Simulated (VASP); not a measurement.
# Na2P3 (R-3m) in VASP: a series of runs

The runs below take Na2P3 through single point, relaxation of cell and atoms, with PBE.

Program: VASP 6.6.1. These are calculated values, not measurements. Logs are shortened: lines on timing, memory, paths and dates and some standing lists are left out, and cuts for length are marked.

### 1 The cell of the first run

Symmetry: R-3m, No. 166, trigonal system. The conventional cell has a = 3.401 Å, b = 3.401 Å, c = 30.839 Å, α = 90.00°, β = 90.00°, γ = 120.00°. Na (site symmetry 3m) has 6 P at 2.82 to 3.22 Å and 6 Na at 3.40 Å within 3.7 Å. Within 3.7 Å of P (site symmetry -3m) lie 6 Na at 2.82 Å and 6 P at 3.40 Å. Within 3.0 Å of P (site symmetry 3m) lie 3 P at 2.27 Å.

### 2 Single point, PBE

Contents of INCAR:

```
ALGO = Normal
EDIFF = 1E-7
ENCUT = 520
GGA = PE
ISIF = 2
ISMEAR = 0
LASPH = True
LCHARG = False
LREAL = False
LWAVE = False
NBANDS = 22
NELM = 80
PREC = Accurate
SIGMA = 0.1
```

Contents of KPOINTS:

```
k-points
0
Gamma
  6 6 6
```

Contents of POSCAR:

```
Na2P3
1.0
    1.7005670670      0.9818228539     10.2795585080
   -1.7005670670      0.9818228539     10.2795585080
    0.0000000000     -1.9636457078     10.2795585080
Na P
2 3
Direct
    0.3990563045      0.3990563045      0.3990563045
    0.6009436955      0.6009436955      0.6009436955
    0.0000000000      0.0000000000      0.0000000000
    0.1850602129      0.1850602129      0.1850602129
    0.8149397871      0.8149397871      0.8149397871
```

Potentials or basis: VASP PAW PBE potentials, release 64 (Na_pv, P).

Command:

```
> cat potpaw_PBE.64/Na_pv/POTCAR potpaw_PBE.64/P/POTCAR > POTCAR
> mpirun -np 1 vasp_std > vasp.out
```

OUTCAR:

```text
EDIFF = 1E-7
   ENCUT = 520
   GGA = PE
   ISIF = 2
   ISMEAR = 0
   LASPH = True
   LREAL = False
   NELM = 80
   PREC = Accurate

 ion  position               nearest neighbor table
   1  0.399  0.399  0.399-   3 2.82   3 2.82   3 2.82
   2  0.601  0.601  0.601-   3 2.82   3 2.82   3 2.82
   3  0.000  0.000  0.000-   2 2.82   1 2.82   2 2.82   2 2.82   1 2.82   1 2.82
   4  0.185  0.185  0.185-   5 2.27   5 2.27   5 2.27
   5  0.815  0.815  0.815-   4 2.27   4 2.27   4 2.27

  LATTYP: Found a trigonal (rhomboedric) cell.
 ALAT       =    10.4654301195
 COS(alpha) =     0.9471915574

  Lattice vectors:

 A1 = (   1.7005670670,   0.9818228539,  10.2795585080)
 A2 = (  -1.7005670670,   0.9818228539,  10.2795585080)
 A3 = (   0.0000000000,  -1.9636457078,  10.2795585080)

Analysis of symmetry for initial positions (statically):
=====================================================================
 Subroutine PRICEL returns:
 Original cell was already a primitive cell.

 Routine SETGRP: Setting up the symmetry group for a
 trigonal (rhombohedral) supercell.

 Subroutine GETGRP returns: Found 12 space group operations
 (whereof 12 operations were pure point group operations)
 out of a pool of 12 trial point group operations.

The static configuration has the point symmetry D_3d.

Analysis of symmetry for dynamics (positions and initial velocities):
=====================================================================
 Subroutine PRICEL returns:
 Original cell was already a primitive cell.

 Routine SETGRP: Setting up the symmetry group for a
 trigonal (rhombohedral) supercell.

 Subroutine GETGRP returns: Found 12 space group operations
 (whereof 12 operations were pure point group operations)
 out of a pool of 12 trial point group operations.

The dynamic configuration has the point symmetry D_3d.

 Subroutine INISYM returns: Found 12 space group operations
 (whereof 12 operations are pure point group operations),
 and found     1 'primitive' translations

----------------------------------------------------------------------------------------

                                     Primitive cell

  volume of cell :     102.9799

  direct lattice vectors                    reciprocal lattice vectors
     1.700567067  0.981822854 10.279558508     0.294019571  0.169752279  0.032426814
    -1.700567067  0.981822854 10.279558508    -0.294019571  0.169752279  0.032426814
     0.000000000 -1.963645708 10.279558508     0.000000000 -0.339504557  0.032426814

  length of vectors
    10.465430119 10.465430119 10.465430119     0.341049619  0.341049619  0.341049619

  position of ions in fractional coordinates (direct lattice)
     0.399056305  0.399056305  0.399056305
     0.600943695  0.600943695  0.600943695
     0.000000000  0.000000000  0.000000000
     0.185060213  0.185060213  0.185060213
     0.814939787  0.814939787  0.814939787

  ion indices of the primitive-cell ions
   primitive index   ion index
                 1           1
                 2           2
                 3           3
                 4           4
                 5           5

----------------------------------------------------------------------------------------

 KPOINTS: k-points

Automatic generation of k-mesh.
 Grid dimensions read from file:
 generate k-points for:    6    6    6

 Generating k-lattice:

  Cartesian coordinates                     Fractional coordinates (reciprocal lattice)
     0.049003262  0.028292046  0.005404469     0.166666667  0.000000000  0.000000000
    -0.049003262  0.028292046  0.005404469     0.000000000  0.166666667  0.000000000
     0.000000000 -0.056584093  0.005404469     0.000000000  0.000000000  0.166666667

  Length of vectors
     0.056841603  0.056841603  0.056841603

  Shift w.r.t. Gamma in fractional coordinates (k-lattice)
     0.000000000  0.000000000  0.000000000

 Subroutine IBZKPT returns following result:
 ===========================================

 Found     32 irreducible k-points:

 Following reciprocal coordinates:
            Coordinates               Weight
  0.000000  0.000000  0.000000      1.000000
  0.166667 -0.000000  0.000000      6.000000
  0.333333 -0.000000  0.000000      6.000000
  0.500000 -0.000000  0.000000      3.000000
  0.166667  0.166667  0.000000      6.000000
  0.333333  0.166667  0.000000     12.000000
[... 16 lines left out ...]
  0.500000  0.500000  0.166667      6.000000
 -0.333333  0.500000  0.166667     12.000000
 [... further k-points ...]
   k-points           NKPTS =     32   k-points in BZ     NKDIM =     32   number of bands    NBANDS=     22
   number of dos      NEDOS =    301   number of ions     NIONS =      5
   total plane-waves  NPLWV = 512000
   dimension x,y,z NGX =    80 NGY =   80 NGZ =   80
   dimension x,y,z NGXF=   160 NGYF=  160 NGZF=  160
   ions per type =               2   3
   NGX,Y,Z   is equivalent  to a cutoff of  12.71, 12.71, 12.71 a.u.
   NGXF,Y,Z  is equivalent  to a cutoff of  25.42, 25.42, 25.42 a.u.
 SYSTEM =  unknown system
   PREC   = accura    normal or accurate (medium, high low for compatibility)
   ISTART =      0    job   : 0-new  1-cont  2-samecut
   ICHARG =      2    charge: 1-file 2-atom 10-const
   ISPIN  =      1    spin polarized calculation?
   LNONCOLLINEAR =      F non collinear calculations
   LSORBIT =      F    spin-orbit coupling
   LASPH  =      T    aspherical Exc in radial PAW
   ENCUT  =  520.0 eV  38.22 Ry    6.18 a.u.  19.46 19.46 19.46*2*pi/ulx,y,z
   NELM   =     80;   NELMIN=  2; NELMDL= -5     # of ELM steps
   EDIFF  = 0.1E-06   stopping-criterion for ELM
   LREAL  =      F    real-space projection
   EDIFFG = 0.1E-05   stopping-criterion for IOM
   NSW    =      0    number of steps for IOM
   IBRION =     -1    ionic relax: 0-MD 1-quasi-New 2-CG
   NFREE  =      0    steps in history (QN), initial steepest desc. (CG)
   ISIF   =      2    stress and relaxation
   ISYM   =      2    0-nonsym 1-usesym 2-fastsym
   POTIM  = 0.5000    time-step for ionic-motion
   TEBEG  =    0.0;   TEEND  =   0.0 temperature during run
   PSTRESS=    0.0 pullay stress
   NELECT =      29.0000    total number of electrons
   NUPDOWN=      -1.0000    fix difference up-down
   EMIN   =  10.00;   EMAX   =-10.00  energy-range for DOS
   EFERMI =   0.00;   METHOD = LEGACY
   ISMEAR =     0;   SIGMA  =   0.10  broadening in eV -4-tet -1-fermi 0-gaus
   EFERMI_NEDOS =   21; number of points for ismear=-14 and -15
   IALGO  =     38    algorithm
   IMIX   =      4    mixing-type and parameters
     AMIX     =   0.40;   BMIX     =  1.00
     AMIX_MAG =   1.60;   BMIX_MAG =  1.00
  volume/ion in A,a.u.               =      20.60       138.99
  Fermi-wavevector in a.u.,A,eV,Ry     =   1.073058  2.027786 15.666482  1.151454
  Thomas-Fermi vector in A             =   2.208847
   LORBIT       =      0    0 simple, 1 ext, 2 COOP (PROOUT), +10 PAW based schemes
   GGA     = PE    functional components
   LHFCALC =     F    Hartree Fock is set to
   AEXX    =    0.0000 exact exchange contribution
   IVDW    =     0    specifies the selected vdW correction
   LEPSILON=     F    determine dielectric tensor
   LRPA    =     F    only Hartree local field effects (RPA)
 non-spin polarized calculation
 Gauss-broadening in eV      SIGMA  =   0.10
  energy-cutoff  :      520.00
  volume of cell :      102.98
 maximum number of plane-waves:      2799
 NGX is ok and might be reduce to    80
   NGX = 39   NGY = 39   NGZ = 39

 number of electron      28.9999995 magnetization

 Free energy of the ion-electron system (eV)
  ---------------------------------------------------
  ext. energy  EPLUGINS =         0.00000000
  ---------------------------------------------------
  free energy    TOTEN  =       -18.99600445 eV

  energy without entropy =      -18.99596422  energy(sigma->0) =      -18.99598434

 E-fermi :   4.3618     XC(G=0):  -8.9572

 val. band max:        4.1346126402   @ k =  -0.3333   0.3333   0.0000
 cond. band min:       4.5888739758   @ k =   0.3333   0.1667   0.1667
 fundamental gap:      0.4542613356
 Fermi energy:         4.3618014886

 k-point     1 :       0.0000    0.0000    0.0000
  band No.  band energies     occupation
      1     -19.7714      2.00000
      2     -19.7642      2.00000
      3     -19.7585      2.00000
      4     -19.7585      2.00000
      5     -19.7584      2.00000
      6     -19.7584      2.00000
[... 14 lines left out ...]
     21      11.5680      0.00000
     22      11.5680      0.00000

 k-point     2 :       0.1667   -0.0000    0.0000
  band No.  band energies     occupation
      1     -19.7776      2.00000
      2     -19.7772      2.00000
      3     -19.7669      2.00000
      4     -19.7628      2.00000
      5     -19.7626      2.00000
      6     -19.7611      2.00000
[... 14 lines left out ...]
     21       9.8916      0.00000
     22      11.2165      0.00000

 k-point     3 :       0.3333   -0.0000    0.0000
  band No.  band energies     occupation
      1     -19.8152      2.00000
      2     -19.8142      2.00000
      3     -19.7714      2.00000
      4     -19.7710      2.00000
      5     -19.7584      2.00000
      6     -19.7550      2.00000
[... 14 lines left out ...]
     21       9.2454      0.00000
     22      10.9487      0.00000
[... 476 lines left out ...]
 k-point    23 :       0.5000    0.5000    0.1667
  band No.  band energies     occupation
      1     -19.8151      2.00000
      2     -19.8142      2.00000
      3     -19.7715      2.00000
      4     -19.7710      2.00000
      5     -19.7583      2.00000
      6     -19.7551      2.00000
[... 14 lines left out ...]
     21      10.0925      0.00000
     22      10.8571      0.00000

 k-point    24 :      -0.3333    0.5000    0.1667
  band No.  band energies     occupation
      1     -19.8239      2.00000
      2     -19.8230      2.00000
      3     -19.7855      2.00000
      4     -19.7850      2.00000
      5     -19.7539      2.00000
      6     -19.7522      2.00000
[... 14 lines left out ...]
     21       9.4526      0.00000
     22      10.5032      0.00000

 [... further k-points ...]

------------------------ aborting loop because EDIFF is reached ----------------------------------------

  FORCE on cell =-STRESS in cart. coord.  units (eV):
  Direction    XX          YY          ZZ          XY          YZ          ZX
  --------------------------------------------------------------------------------------
  -------------------------------------------------------------------------------------
  Total       -0.0421531     -0.0421531     -0.0419796      0.0000000      0.0000000      0.0000000
  in kB       -0.6558240     -0.6558240     -0.6531250      0.0000000      0.0000000      0.0000000
  external PRESSURE =      -0.6549243 kB  Pullay stress =       0.0000000 kB

 VOLUME and BASIS-vectors are now :
 -----------------------------------------------------------------------------
  energy-cutoff  :      520.00
  volume of cell :      102.98
      direct lattice vectors                 reciprocal lattice vectors
     1.700567067  0.981822854 10.279558508     0.294019571  0.169752279  0.032426814
    -1.700567067  0.981822854 10.279558508    -0.294019571  0.169752279  0.032426814
     0.000000000 -1.963645708 10.279558508     0.000000000 -0.339504557  0.032426814

 POSITION                                       TOTAL-FORCE (eV/Angst)
 -----------------------------------------------------------------------------------
      0.00000      0.00000     12.30637         0.000000     -0.000000      0.008880
      0.00000      0.00000     18.53231         0.000000     -0.000000     -0.008880
      0.00000      0.00000      0.00000         0.000000     -0.000000     -0.000000
      0.00000      0.00000      5.70701         0.000000     -0.000000     -0.046788
      0.00000      0.00000     25.13166         0.000000      0.000000      0.046788
 -----------------------------------------------------------------------------------
    total drift:                                0.000000      0.000000     -0.000000

  FREE ENERGIE OF THE ION-ELECTRON SYSTEM (eV)
  ---------------------------------------------------
  free  energy   TOTEN  =       -18.9960044530 eV

  energy  without entropy=      -18.9959642222  energy(sigma->0) =      -18.99598434
```

Run time: 8.1 min. Hardware: 1 thread of AMD EPYC 9R45 (Zen 5), shared host; peak memory 0.84 GiB.

What came out:

```yaml
Free_energy: -18.9960 eV
Pressure: -0.1 GPa
Largest_force: 0.047 eV/Å
```

Forces on the atoms (eV/Å):
```
Na   0.000  0.000  0.009
Na   0.000  0.000 -0.009
P    0.000  0.000  0.000
P    0.000  0.000 -0.047
P    0.000  0.000  0.047
```

### 3 Relaxation of cell and atoms, PBE

This run uses another cell than the first one, of 18.89 Å³/atom, 0.917 times its volume.

Contents of INCAR:

```
  PREC = Accurate
  ENCUT = 600
  EDIFF = 1E-6
  ISMEAR = 0
  SIGMA = 0.1
  LREAL = F
  LASPH = T
  NELM = 80
  ALGO = Normal
  ISIF = 3
  LWAVE = F
  LCHARG = F
  GGA = PE
  IBRION = 2
  NSW = 90
  EDIFFG = -0.04
```

Contents of KPOINTS:

```
regular mesh
0
Gamma
  6 6 6
```

Contents of POSCAR:

```
Na2P3
1.0
    1.8050971212      1.0421733088      8.3675408022
   -1.8050971212      1.0421733088      8.3675408022
    0.0000000000     -2.0843466176      8.3675408022
Na P
2 3
Direct
    0.4000000000      0.4000000000      0.4000000000
    0.6000000000      0.6000000000      0.6000000000
    0.0000000000      0.0000000000      0.0000000000
    0.2095000000      0.2095000000      0.2095000000
    0.7905000000      0.7905000000      0.7905000000
```

Potentials or basis: VASP PAW PBE potentials, release 64 (Na_pv, P).

Command:

```
> cat potpaw_PBE.64/Na_pv/POTCAR potpaw_PBE.64/P/POTCAR > POTCAR
> mpirun -np 1 vasp_std > vasp.out
```

It took 45 min on 1 thread of AMD EPYC 9R45 (Zen 5), shared host; peak memory 0.74 GiB.

The run converged. Its results:

```yaml
Free_energy: -18.9932 eV
Relaxed_volume: 20.57 Å³/atom
Relaxed_cell: a = 10.425 Å, b = 10.425 Å, c = 10.425 Å, α = 18.80°, β = 18.80°, γ = 18.80°
Space_group_after_relaxing_to_0.05_Å: R-3m (No. 166)
Energy_gained_by_relaxing: 974.4 meV/atom
Ionic_steps: 19
Pressure_after_relaxing: 0.0 GPa
Largest_force_after_relaxing: 0.022 eV/Å
```

Forces on the atoms (eV/Å):
```
Na   0.000  0.000 -0.011
Na   0.000  0.000  0.011
P    0.000  0.000  0.000
P    0.000  0.000 -0.022
P    0.000  0.000  0.022
```

Stress tensor (GPa, compression positive):
```
-0.14  0.00  0.00
 0.00 -0.14  0.00
 0.00  0.00  0.14
```

The path:
| step | energy change (eV) | largest force (eV/Å) | pressure (GPa) | volume (Å³) |
| --- | --- | --- | --- | --- |
| 1 | 0.0000 | 4.5939 | 6.25 | 94.45 |
| 2 | -2.2366 | 3.9626 | -1.48 | 104.85 |
| 3 | -3.2416 | 2.6429 | -3.73 | 113.82 |
| 4 | -3.2598 | 0.2529 | -4.58 | 133.11 |
| 5 | -3.5434 | 0.7055 | -4.49 | 124.27 |
| 6 | -3.5560 | 1.1578 | -4.38 | 121.19 |
| 7 | -4.0809 | 0.5248 | -0.41 | 110.50 |
| 8 | -4.0880 | 0.6040 | 0.17 | 109.40 |
| 9 | -4.3763 | 0.9973 | 0.10 | 108.06 |
| 10 | -4.8289 | 0.7473 | 0.74 | 102.10 |
| 11 | -4.8308 | 0.7579 | 0.64 | 102.55 |
| 12 | -4.7970 | 1.0706 | -2.01 | 104.86 |
| 13 | -4.8585 | 0.2165 | -0.56 | 103.47 |
| 14 | -4.8672 | 0.1181 | 0.14 | 101.76 |
| 15 | -4.8673 | 0.1020 | 0.27 | 101.52 |
| 16 | -4.8706 | 0.0468 | 0.24 | 101.97 |
| 17 | -4.8711 | 0.0697 | 0.24 | 102.20 |
| 18 | -4.8713 | 0.0993 | -0.32 | 103.39 |
| 19 | -4.8719 | 0.0220 | -0.05 | 102.84 |

Final structure:
```xyz
5
Lattice="1.7029 0.9832 10.2375 -1.7029 0.9832 10.2375 0.0000 -1.9663 10.2375" Properties=species:S:1:pos:R:3 pbc="T T T"
Na    0.0000    0.0000   12.2636
Na    0.0000    0.0000   18.4490
P     0.0000    0.0000    0.0000
P     0.0000    0.0000    5.6837
P     0.0000    0.0000   25.0289
```

Levels at points of the mesh, in eV from the Fermi level:
```csv
k point,band 11,band 12,band 13,band 14,band 15,band 16,band 17,band 18
"(0.00, 0.00, 0.00)",-3.01,-2.85,-2.85,0.56,1.31,1.31,2.41,2.41
"(0.50, 0.00, 0.00)",-4.73,-3.79,-3.26,-1.02,-0.57,0.64,1.03,2.81
"(0.50, 0.50, 0.00)",-4.73,-3.84,-3.19,-1.13,-0.59,0.95,1.03,2.81
"(0.50, 0.50, 0.50)",-2.85,-2.85,-2.00,0.35,1.31,1.31,2.41,2.41
```
